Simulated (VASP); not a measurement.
# Si3Ag (Fm-3m) in VASP: further runs, part 2 of 2

VASP 6.6.1.

### Step 4. Single point, PBE

This run uses another cell than the first one, of 16.28 Å³/atom.

The input, INCAR:

```
SYSTEM = Si3Ag
PREC = Accurate ; ENCUT = 520
EDIFF = 1E-6 ; ISMEAR = 0
SIGMA = 0.1 ; LREAL = .FALSE.
LASPH = .TRUE. ; NELM = 60
ALGO = Normal ; ISIF = 2
LWAVE = .FALSE. ; LCHARG = .FALSE.
GGA = PE ; NBANDS = 20
```

The input, KPOINTS:

```
Automatic mesh
0
G
  12 12 12
  0 0 0
```

The input, POSCAR:

```
Si3Ag
1.0
    0.0000000000      3.1935306323      3.1935306323
    3.1935306323      0.0000000000      3.1935306323
    3.1935306323      3.1935306323      0.0000000000
Si Ag
3 1
Direct
    0.0000000000      0.0000000000      0.0000000000
    0.2500000000      0.2500000000      0.2500000000
    0.7500000000      0.7500000000      0.7500000000
    0.5000000000      0.5000000000      0.5000000000
```

Potentials or basis: VASP PAW PBE potentials, release 64 (Si, Ag).

On the command line:

```bash
> cat potpaw_PBE.64/Si/POTCAR potpaw_PBE.64/Ag/POTCAR > POTCAR
> mpirun -np 1 vasp_std > vasp.out
```

OUTCAR:

```text
SYSTEM = Si3Ag
   PREC = Accurate
   ENCUT = 520
   EDIFF = 1E-6
   ISMEAR = 0
   LREAL = .FALSE.
   LASPH = .TRUE.
   NELM = 60
   ISIF = 2
   GGA = PE

 ion  position               nearest neighbor table
   1  0.000  0.000  0.000-   3 2.77   3 2.77   3 2.77   2 2.77   3 2.77   2 2.77   2 2.77   2 2.77
                             4 3.19   4 3.19   4 3.19   4 3.19   4 3.19   4 3.19
   2  0.250  0.250  0.250-   1 2.77   1 2.77   1 2.77   1 2.77   4 2.77   4 2.77   4 2.77   4 2.77

   3  0.750  0.750  0.750-   4 2.77   4 2.77   4 2.77   1 2.77   4 2.77   1 2.77   1 2.77   1 2.77

[... 757 lines left out ...]
  -------------------------------------------------------------------------------------
  Total       -0.0102612     -0.0102612     -0.0102612      0.0000000      0.0000000      0.0000000
  in kB       -0.2523868     -0.2523868     -0.2523868      0.0000000      0.0000000      0.0000000
  external PRESSURE =      -0.2523868 kB  Pullay stress =       0.0000000 kB

 VOLUME and BASIS-vectors are now :
 -----------------------------------------------------------------------------
  energy-cutoff  :      520.00
  volume of cell :       65.14
      direct lattice vectors                 reciprocal lattice vectors
     0.000000000  3.193530632  3.193530632    -0.156566527  0.156566527  0.156566527
     3.193530632  0.000000000  3.193530632     0.156566527 -0.156566527  0.156566527
     3.193530632  3.193530632  0.000000000     0.156566527  0.156566527 -0.156566527

 POSITION                                       TOTAL-FORCE (eV/Angst)
 -----------------------------------------------------------------------------------
      0.00000      0.00000      0.00000         0.000000      0.000000     -0.000000
      1.59677      1.59677      1.59677         0.000000      0.000000      0.000000
      4.79030      4.79030      4.79030        -0.000000     -0.000000     -0.000000
      3.19353      3.19353      3.19353         0.000000      0.000000     -0.000000
 -----------------------------------------------------------------------------------
    total drift:                                0.000000      0.000000      0.000000

  FREE ENERGIE OF THE ION-ELECTRON SYSTEM (eV)
  ---------------------------------------------------
  free  energy   TOTEN  =       -16.6896325800 eV

  energy  without entropy=      -16.6780150744  energy(sigma->0) =      -16.68382383
```

OSZICAR:

```text
N       E                     dE             d eps       ncg     rms          rms(c)
DAV:   1     0.771236025910E+02    0.77124E+02   -0.98262E+03  2880   0.976E+02
DAV:   2    -0.147678907281E+02   -0.91891E+02   -0.87628E+02  3220   0.190E+02
DAV:   3    -0.177198311578E+02   -0.29519E+01   -0.29133E+01  3488   0.313E+01
DAV:   4    -0.177388970719E+02   -0.19066E-01   -0.19054E-01  3272   0.291E+00
DAV:   5    -0.177390393288E+02   -0.14226E-03   -0.14225E-03  3400   0.253E-01    0.862E+00
DAV:   6    -0.168679134580E+02    0.87113E+00   -0.84762E+00  3124   0.297E+01    0.916E+00
DAV:   7    -0.167141456261E+02    0.15377E+00   -0.66442E-01  3140   0.956E+00    0.417E+00
DAV:   8    -0.166960718151E+02    0.18074E-01   -0.12974E-01  3156   0.353E+00    0.600E-01
DAV:   9    -0.166896787822E+02    0.63930E-02   -0.24526E-02  3220   0.187E+00    0.211E-01
DAV:  10    -0.166896336817E+02    0.45100E-04   -0.13159E-03  3264   0.236E-01    0.682E-02
DAV:  11    -0.166896390734E+02   -0.53917E-05   -0.42170E-05  3428   0.612E-02    0.235E-02
DAV:  12    -0.166896350928E+02    0.39805E-05   -0.54150E-06  3228   0.154E-02    0.823E-03
DAV:  13    -0.166896331977E+02    0.18951E-05   -0.17571E-06  2108   0.162E-02    0.388E-03
DAV:  14    -0.166896325800E+02    0.61771E-06   -0.72174E-07  1712   0.799E-03
   1 F= -.16689633E+02 E0= -.16683824E+02  d E =-.116175E-01
```

Wall time 2.5 min (1 thread of Intel Xeon 8259CL, shared host); peak memory 0.26 GiB.

Results:

* Free energy: -16.6896 eV
* Pressure: 0.0 GPa
* Band gap on the k mesh: zero (an odd number of electrons rules out a gap without spin polarisation)

### Step 5. Relaxation of cell and atoms, PBE

This run uses another cell than the first one, of 16.31 Å³/atom.

The input, INCAR:

```
PREC     = Accurate       # precision mode
ENCUT    = 600            # plane-wave cutoff, eV
EDIFF    = 1E-6           # SCF threshold, eV
ISMEAR   = 0              # smearing method
SIGMA    = 0.1            # smearing width, eV
LREAL    = False          # projectors in reciprocal space
LASPH    = True           # aspherical terms in the spheres
NELM     = 100            # most SCF steps
ALGO     = Normal         # electronic algorithm
ISIF     = 3              # what is computed and relaxed
LWAVE    = False          # write WAVECAR
LCHARG   = False          # write CHGCAR
GGA      = PE             # functional
IBRION   = 2              # ionic algorithm
NSW      = 100            # ionic steps
EDIFFG   = -0.01          # ionic threshold
```

The input, KPOINTS:

```
Automatic mesh
0
Gamma
  12 12 12
```

The input, POSCAR:

```
Si3Ag
1.0
    0.0000000000      3.1952429294      3.1952429294
    3.1952429294      0.0000000000      3.1952429294
    3.1952429294      3.1952429294      0.0000000000
Si Ag
3 1
Direct
    0.0000000000      0.0000000000      0.0000000000
    0.2500000000      0.2500000000      0.2500000000
    0.7500000000      0.7500000000      0.7500000000
    0.5000000000      0.5000000000      0.5000000000
```

On the command line:

```bash
> cat potpaw_PBE.64/Si/POTCAR potpaw_PBE.64/Ag/POTCAR > POTCAR
> mpirun -np 1 vasp_std > vasp.out
```

Run time: 2.9 min. Hardware: 1 thread of Intel Xeon 8259CL, shared host; peak memory 0.27 GiB.

It converged, with:

```yaml
Free_energy: -16.6896 eV
Relaxed_volume: 16.28 Å³/atom
Relaxed_cell: a = 4.516 Å, b = 4.516 Å, c = 4.516 Å, α = 60.00°, β = 60.00°, γ = 60.00°
Space_group_after_relaxing_to_0.1_Å: Fm-3m (No. 225)
Energy_gained_by_relaxing: 0.0 meV/atom
Ionic_steps: 2
Pressure_after_relaxing: 0.0 GPa
Band_gap_on_the_k_mesh: zero (an odd number of electrons rules out a gap without spin polarisation)
```

Final structure:
```cif
data_structure
_symmetry_space_group_name_H-M 'P 1'
_symmetry_Int_Tables_number 1
_cell_length_a 4.5163
_cell_length_b 4.5163
_cell_length_c 4.5163
_cell_angle_alpha 60.000
_cell_angle_beta 60.000
_cell_angle_gamma 60.000
_cell_volume 65.14
loop_
_atom_site_label
_atom_site_type_symbol
_atom_site_fract_x
_atom_site_fract_y
_atom_site_fract_z
_atom_site_occupancy
Si1 Si 0.00000 0.00000 0.00000 1
Si2 Si 0.25000 0.25000 0.25000 1
Si3 Si 0.75000 0.75000 0.75000 1
Ag1 Ag 0.50000 0.50000 0.50000 1
```

Levels at points of the mesh, in eV from the Fermi level:
| k point | band 9 | band 10 | band 11 | band 12 | band 13 | band 14 |
| --- | --- | --- | --- | --- | --- | --- |
| (0.00, 0.00, 0.00) | -1.67 | -1.67 | -1.67 | -0.32 | -0.32 | -0.32 |
| (0.50, 0.00, 0.00) | -1.85 | -1.85 | -1.61 | -1.61 | -0.49 | 3.42 |
| (0.50, 0.50, 0.00) | -4.68 | -3.25 | -3.11 | 3.52 | 3.52 | 4.25 |

### Step 6. Overview

| task | cell | k mesh | cutoff (eV) | gap on the mesh (eV) | pressure (GPa) | relaxed volume (Å³/atom) |
| --- | --- | --- | --- | --- | --- | --- |
| relaxation of cell and atoms | relaxed from a = 4.780 Å, angles 60.0°, 4 atoms | 4 × 4 × 4 | 600 | none | 0.0 | 16.54 |
| relaxation of cell and atoms | relaxed from a = 4.547 Å, angles 60.0°, 4 atoms | 6 × 6 × 6 | 600 | none | 0.0 | 16.30 |
| single point | a = 4.516 Å, angles 60.0°, 4 atoms | 12 × 12 × 12 | 520 | none | 0.0 | - |
| relaxation of cell and atoms | relaxed from a = 4.519 Å, angles 60.0°, 4 atoms | 12 × 12 × 12 | 600 | none | 0.0 | 16.28 |

Alike in all rows: level PBE; potentials or basis VASP PAW PBE potentials, release 64 (Si, Ag); no spin polarisation; smearing gaussian 0.1 eV.

Caveats: some runs use coarse meshes.

Total energies depend on the potentials used, so only differences within one code and one set of settings carry meaning.
